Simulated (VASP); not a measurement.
# Cd (Fm-3m) in VASP: settings compared

Cd is run at these levels: LDA, PBEsol, BLYP; tasks: single point.

All numbers are computed with VASP 6.6.1; they aren't measurements. Logs are shortened: lines on timing, memory, paths and dates and some standing lists are left out, and cuts for length are marked.

## (1) The cell of the first run

The structure is cubic, space group Fm-3m (No. 225). The conventional cell has a = 4.436 Å, b = 4.436 Å, c = 4.436 Å, α = 90.00°, β = 90.00°, γ = 90.00°. Within 4.1 Å of Cd (site symmetry m-3m) lie 12 Cd at 3.14 Å.

## (2) Single point, LDA

File INCAR:

```
PREC = Accurate
ENCUT = 520
EDIFF = 1E-6
ISMEAR = 1
SIGMA = 0.05
LREAL = False
LASPH = True
NELM = 60
ALGO = Normal
ISIF = 2
LWAVE = False
LCHARG = True
GGA = CA
LELF = True
LVHAR = True
NBANDS = 12
```

File KPOINTS:

```
regular mesh
0
Gamma
  12 12 12
```

File POSCAR:

```
Cd
1.0
    0.0000000000      2.2181497500      2.2181497500
    2.2181497500      0.0000000000      2.2181497500
    2.2181497500      2.2181497500      0.0000000000
Cd
1
Direct
    0.0000000000      0.0000000000      0.0000000000
```

Potentials or basis: VASP PAW LDA potentials, release 64 (Cd).

Started as:

```sh
> cat potpaw_LDA.64/Cd/POTCAR > POTCAR
> mpirun -np 1 vasp_std > vasp.out
```

OUTCAR:

```text
PREC = Accurate
   ENCUT = 520
   EDIFF = 1E-6
   ISMEAR = 1
   LREAL = False
   LASPH = True
   NELM = 60
   ISIF = 2
   GGA = CA

 ion  position               nearest neighbor table
   1  0.000  0.000  0.000-

  LATTYP: Found a face centered cubic cell.
 ALAT       =     4.4362995000

  Lattice vectors:

 A1 = (   0.0000000000,   2.2181497500,   2.2181497500)
 A2 = (   2.2181497500,   0.0000000000,   2.2181497500)
 A3 = (   2.2181497500,   2.2181497500,   0.0000000000)

Analysis of symmetry for initial positions (statically):
=====================================================================
 Subroutine PRICEL returns:
 Original cell was already a primitive cell.

 Routine SETGRP: Setting up the symmetry group for a
 face centered cubic supercell.

 Subroutine GETGRP returns: Found 48 space group operations
 (whereof 48 operations were pure point group operations)
 out of a pool of 48 trial point group operations.

The static configuration has the point symmetry O_h .

Analysis of symmetry for dynamics (positions and initial velocities):
=====================================================================
 Subroutine PRICEL returns:
 Original cell was already a primitive cell.

 Routine SETGRP: Setting up the symmetry group for a
 face centered cubic supercell.

 Subroutine GETGRP returns: Found 48 space group operations
 (whereof 48 operations were pure point group operations)
 out of a pool of 48 trial point group operations.

The dynamic configuration has the point symmetry O_h .

 Subroutine INISYM returns: Found 48 space group operations
 (whereof 48 operations are pure point group operations),
 and found     1 'primitive' translations

----------------------------------------------------------------------------------------

                                     Primitive cell

  volume of cell :      21.8274

  direct lattice vectors                    reciprocal lattice vectors
     0.000000000  2.218149750  2.218149750    -0.225413095  0.225413095  0.225413095
     2.218149750  0.000000000  2.218149750     0.225413095 -0.225413095  0.225413095
     2.218149750  2.218149750  0.000000000     0.225413095  0.225413095 -0.225413095

  length of vectors
     3.136937460  3.136937460  3.136937460     0.390426933  0.390426933  0.390426933

  position of ions in fractional coordinates (direct lattice)
     0.000000000  0.000000000  0.000000000

  ion indices of the primitive-cell ions
   primitive index   ion index
                 1           1

----------------------------------------------------------------------------------------

 KPOINTS: regular mesh

Automatic generation of k-mesh.
 Grid dimensions read from file:
 generate k-points for:   12   12   12

 Generating k-lattice:

  Cartesian coordinates                     Fractional coordinates (reciprocal lattice)
    -0.018784425  0.018784425  0.018784425     0.083333333  0.000000000  0.000000000
     0.018784425 -0.018784425  0.018784425     0.000000000  0.083333333  0.000000000
     0.018784425  0.018784425 -0.018784425     0.000000000  0.000000000  0.083333333

  Length of vectors
     0.032535578  0.032535578  0.032535578

  Shift w.r.t. Gamma in fractional coordinates (k-lattice)
     0.000000000  0.000000000  0.000000000

 Subroutine IBZKPT returns following result:
 ===========================================

 Found     72 irreducible k-points:

 Following reciprocal coordinates:
            Coordinates               Weight
  0.000000  0.000000  0.000000      1.000000
  0.083333  0.000000  0.000000      8.000000
  0.166667  0.000000  0.000000      8.000000
  0.250000  0.000000  0.000000      8.000000
  0.333333  0.000000  0.000000      8.000000
  0.416667  0.000000  0.000000      8.000000
[... 16 lines left out ...]
  0.500000  0.166667  0.000000     24.000000
 -0.416667  0.166667  0.000000     24.000000
 [... further k-points ...]
   k-points           NKPTS =     72   k-points in BZ     NKDIM =     72   number of bands    NBANDS=     12
   number of dos      NEDOS =    301   number of ions     NIONS =      1
   total plane-waves  NPLWV =  13824
   dimension x,y,z NGX =    24 NGY =   24 NGZ =   24
   dimension x,y,z NGXF=    48 NGYF=   48 NGZF=   48
   ions per type =               1
   NGX,Y,Z   is equivalent  to a cutoff of  12.72, 12.72, 12.72 a.u.
   NGXF,Y,Z  is equivalent  to a cutoff of  25.44, 25.44, 25.44 a.u.
 SYSTEM =  unknown system
   PREC   = accura    normal or accurate (medium, high low for compatibility)
   ISTART =      0    job   : 0-new  1-cont  2-samecut
   ICHARG =      2    charge: 1-file 2-atom 10-const
   ISPIN  =      1    spin polarized calculation?
   LNONCOLLINEAR =      F non collinear calculations
   LSORBIT =      F    spin-orbit coupling
   LASPH  =      T    aspherical Exc in radial PAW
   ENCUT  =  520.0 eV  38.22 Ry    6.18 a.u.   5.83  5.83  5.83*2*pi/ulx,y,z
   NELM   =     60;   NELMIN=  2; NELMDL= -5     # of ELM steps
   EDIFF  = 0.1E-05   stopping-criterion for ELM
   LREAL  =      F    real-space projection
   EDIFFG = 0.1E-04   stopping-criterion for IOM
   NSW    =      0    number of steps for IOM
   IBRION =     -1    ionic relax: 0-MD 1-quasi-New 2-CG
   NFREE  =      0    steps in history (QN), initial steepest desc. (CG)
   ISIF   =      2    stress and relaxation
   ISYM   =      2    0-nonsym 1-usesym 2-fastsym
   POTIM  = 0.5000    time-step for ionic-motion
   TEBEG  =    0.0;   TEEND  =   0.0 temperature during run
   PSTRESS=    0.0 pullay stress
   NELECT =      12.0000    total number of electrons
   NUPDOWN=      -1.0000    fix difference up-down
   EMIN   =  10.00;   EMAX   =-10.00  energy-range for DOS
   EFERMI =   0.00;   METHOD = LEGACY
   ISMEAR =     1;   SIGMA  =   0.05  broadening in eV -4-tet -1-fermi 0-gaus
   EFERMI_NEDOS =   21; number of points for ismear=-14 and -15
   IALGO  =     38    algorithm
   IMIX   =      4    mixing-type and parameters
     AMIX     =   0.40;   BMIX     =  1.00
     AMIX_MAG =   1.60;   BMIX_MAG =  1.00
  volume/ion in A,a.u.               =      21.83       147.30
  Fermi-wavevector in a.u.,A,eV,Ry     =   1.341120  2.534350 24.471486  1.798604
  Thomas-Fermi vector in A             =   2.469379
   LORBIT       =      0    0 simple, 1 ext, 2 COOP (PROOUT), +10 PAW based schemes
   GGA     = CA    functional components
   LHFCALC =     F    Hartree Fock is set to
   AEXX    =    0.0000 exact exchange contribution
   IVDW    =     0    specifies the selected vdW correction
   LEPSILON=     F    determine dielectric tensor
   LRPA    =     F    only Hartree local field effects (RPA)
 non-spin polarized calculation
 Methfessel and Paxton  Order N= 1 SIGMA  =   0.05
  energy-cutoff  :      520.00
  volume of cell :       21.83
 maximum number of plane-waves:       609
   NGX = 11   NGY = 11   NGZ = 11

 number of electron      12.0000003 magnetization

 Free energy of the ion-electron system (eV)
  ---------------------------------------------------
  ext. energy  EPLUGINS =         0.00000000
  ---------------------------------------------------
  free energy    TOTEN  =        -1.46941368 eV

  energy without entropy =       -1.46910689  energy(sigma->0) =       -1.46931142

 E-fermi :   2.5079     XC(G=0): -11.3252

 val. band max:        2.4976537766   @ k =  -0.4167   0.4167   0.0000
 cond. band min:       2.5084110710   @ k =  -0.3333   0.3333   0.1667
 fundamental gap:      0.0107572944
 Fermi energy:         2.5078511180

 k-point     1 :       0.0000    0.0000    0.0000
  band No.  band energies     occupation
      1      -6.4938      2.00000
      2      -6.4938      2.00000
      3      -6.4938      2.00000
      4      -6.2360      2.00000
      5      -6.0321      2.00000
      6      -6.0321      2.00000
      7      16.5667      0.00000
      8      17.4376      0.00000
      9      17.4376      0.00000
     10      17.4376      0.00000
     11      20.9244      0.00000
     12      20.9244      0.00000

 k-point     2 :       0.0833    0.0000    0.0000
  band No.  band energies     occupation
      1      -6.5189      2.00000
      2      -6.4649      2.00000
      3      -6.4649      2.00000
      4      -6.0480      2.00000
      5      -6.0385      2.00000
      6      -6.0385      2.00000
      7      15.1224      0.00000
      8      16.7848      0.00000
      9      17.1665      0.00000
     10      17.1665      0.00000
     11      21.3966      0.00000
     12      21.4133      0.00000

 k-point     3 :       0.1667    0.0000    0.0000
  band No.  band energies     occupation
      1      -6.6120      2.00000
      2      -6.4074      2.00000
      3      -6.4074      2.00000
      4      -6.0326      2.00000
      5      -6.0326      2.00000
      6      -5.4574      2.00000
      7      11.9553      0.00000
      8      16.6050      0.00000
      9      16.6050      0.00000
     10      16.7489      0.00000
     11      20.9914      0.00000
     12      21.9520      0.00000
[... 286 lines left out ...]
 k-point    23 :       0.5000    0.1667    0.0000
  band No.  band energies     occupation
      1      -6.8514      2.00000
      2      -6.5324      2.00000
      3      -6.2900      2.00000
      4      -6.0022      2.00000
      5      -5.6413      2.00000
      6      -0.0210      2.00000
      7       2.9413     -0.00000
      8      11.1762      0.00000
      9      12.7489      0.00000
     10      14.7725      0.00000
     11      21.9374      0.00000
     12      22.0366      0.00000

 k-point    24 :      -0.4167    0.1667    0.0000
  band No.  band energies     occupation
      1      -6.8217      2.00000
      2      -6.5434      2.00000
      3      -6.3102      2.00000
      4      -5.9379      2.00000
      5      -5.7106      2.00000
      6       0.6502      2.00000
      7       2.1880      2.00000
      8      10.4344      0.00000
      9      13.4489      0.00000
     10      15.0812      0.00000
     11      21.3723      0.00000
     12      21.5740      0.00000

 [... further k-points ...]

------------------------ aborting loop because EDIFF is reached ----------------------------------------

  FORCE on cell =-STRESS in cart. coord.  units (eV):
  Direction    XX          YY          ZZ          XY          YZ          ZX
  --------------------------------------------------------------------------------------
  -------------------------------------------------------------------------------------
  Total       -0.6037342     -0.6037342     -0.6037342      0.0000000      0.0000000      0.0000000
  in kB      -44.3153081    -44.3153081    -44.3153081      0.0000000      0.0000000      0.0000000
  external PRESSURE =     -44.3153081 kB  Pullay stress =       0.0000000 kB

 VOLUME and BASIS-vectors are now :
 -----------------------------------------------------------------------------
  energy-cutoff  :      520.00
  volume of cell :       21.83
      direct lattice vectors                 reciprocal lattice vectors
     0.000000000  2.218149750  2.218149750    -0.225413095  0.225413095  0.225413095
     2.218149750  0.000000000  2.218149750     0.225413095 -0.225413095  0.225413095
     2.218149750  2.218149750  0.000000000     0.225413095  0.225413095 -0.225413095

 POSITION                                       TOTAL-FORCE (eV/Angst)
 -----------------------------------------------------------------------------------
      0.00000      0.00000      0.00000         0.000000      0.000000      0.000000
 -----------------------------------------------------------------------------------
    total drift:                               -0.000000      0.000000      0.000000

  FREE ENERGIE OF THE ION-ELECTRON SYSTEM (eV)
  ---------------------------------------------------
  free  energy   TOTEN  =        -1.4694136848 eV

  energy  without entropy=       -1.4691068874  energy(sigma->0) =       -1.46931142
```

Wall time 14 s (1 thread of Intel Xeon 8259CL, shared host); peak memory 0.14 GiB.

Results:

* Free energy: -1.4694 eV
* Pressure: -4.4 GPa
* Band gap on the k mesh: zero (band 6 reaches 4.52 eV, above the bottom of band 7 at 1.21 eV)

## (3) Single point, PBEsol

File INCAR:

```
PREC     = Accurate       # precision mode
ENCUT    = 520            # plane-wave cutoff, eV
EDIFF    = 1E-7           # SCF threshold, eV
ISMEAR   = 1              # smearing method
SIGMA    = 0.05           # smearing width, eV
LREAL    = False          # projectors in reciprocal space
LASPH    = True           # aspherical terms in the spheres
NELM     = 100            # most SCF steps
ALGO     = Normal         # electronic algorithm
ISIF     = 2              # what is computed and relaxed
LWAVE    = False          # write WAVECAR
LCHARG   = False          # write CHGCAR
GGA      = PS             # functional
NBANDS   = 12             # bands
```

KPOINTS is that of step 2.

POSCAR is that of step 2.

Potentials or basis: VASP PAW PBE potentials, release 64 (Cd).

Started as:

```sh
> cat potpaw_PBE.64/Cd/POTCAR > POTCAR
> mpirun -np 1 vasp_std > vasp.out
```

Wall time 17 s (1 thread of Intel Xeon 8259CL, shared host); peak memory 0.15 GiB.

It converged, with:

```yaml
Free_energy: -1.1740 eV
Pressure: -2.0 GPa
Band_gap_on_the_k_mesh: zero (band 6 reaches 4.67 eV, above the bottom of band 7 at 1.31 eV)
```

Levels at points of the mesh, in eV from the Fermi level:
```tsv
k point	band 2	band 3	band 4	band 5	band 6	band 7	band 8	band 9	band 10	band 11
(0.00, 0.00, 0.00)	-9.01	-9.01	-8.76	-8.55	-8.55	13.95	14.98	14.98	14.98	18.36
(0.50, 0.00, 0.00)	-9.01	-9.01	-8.18	-8.18	-2.29	-1.28	12.56	12.56	13.04	16.45
(0.50, 0.50, 0.00)	-9.59	-8.20	-8.08	-8.08	-0.78	1.42	6.81	6.81	11.11	11.15
```

Caveat: the PAW data sets were made with another functional, which shifts forces and pressure a little.

## (4) Single point, BLYP

File INCAR:

```
SYSTEM = Cd
AGGAC    = 1.0          
AGGAX    = 1.0          
ALDAC    = 0.0          
ALDAX    = 1.0          
ALGO     = Normal         ! electronic algorithm
EDIFF    = 1E-6           ! SCF threshold, eV
ENCUT    = 520            ! plane-wave cutoff, eV
GGA      = B5             ! functional
ISIF     = 2              ! what is computed and relaxed
ISMEAR   = 1              ! smearing method
LASPH    = .True.         ! aspherical terms in the spheres
LCHARG   = .False.        ! write CHGCAR
LREAL    = .False.        ! projectors in reciprocal space
LWAVE    = .False.        ! write WAVECAR
NBANDS   = 12             ! bands
NELM     = 100            ! most SCF steps
PREC     = Accurate       ! precision mode
SIGMA    = 0.05           ! smearing width, eV
```

File KPOINTS:

```
k-points
0
Gamma
  12 12 12
  0 0 0
```

POSCAR is that of step 3.

Started as:

```sh
> cat potpaw_PBE.64/Cd/POTCAR > POTCAR
> mpirun -np 1 vasp_std > vasp.out
```

It took 23 s on 1 thread of Intel Xeon 8259CL, shared host; peak memory 0.15 GiB.

The run converged. Its results:

```yaml
Free_energy: -0.0309 eV
Pressure: 7.7 GPa
Band_gap_on_the_k_mesh: zero (band 6 reaches 5.18 eV, above the bottom of band 7 at 1.91 eV)
```

Levels at points of the mesh, in eV from the Fermi level:
| k point | band 4 | band 5 | band 6 | band 7 | band 8 | band 9 |
| --- | --- | --- | --- | --- | --- | --- |
| (0.00, 0.00, 0.00) | -8.73 | -8.73 | -8.70 | 14.27 | 14.90 | 14.90 |
| (0.50, 0.00, 0.00) | -8.36 | -8.36 | -2.12 | -1.36 | 12.42 | 12.42 |
| (0.50, 0.50, 0.00) | -8.26 | -8.26 | -0.68 | 1.36 | 6.80 | 6.80 |

Caveat: the PAW data sets were made with another functional, which shifts forces and pressure a little.

## (5) Summary

| level | potentials or basis | gap on the mesh (eV) | pressure (GPa) |
| --- | --- | --- | --- |
| LDA | VASP PAW LDA potentials, release 64 (Cd) | none | -4.4 |
| PBEsol | VASP PAW PBE potentials, release 64 (Cd) | none | -2.0 |
| BLYP | VASP PAW PBE potentials, release 64 (Cd) | none | 7.7 |

Alike in all rows: task single point; no spin polarisation; cell as given; k mesh 12 × 12 × 12; cutoff (eV) 520; smearing methfessel-paxton 0.05 eV.

Caveats: the PAW data sets were made with another functional, which shifts forces and pressure a little (some runs).

Total energies depend on the potentials used, so only differences within one code and one set of settings carry meaning.
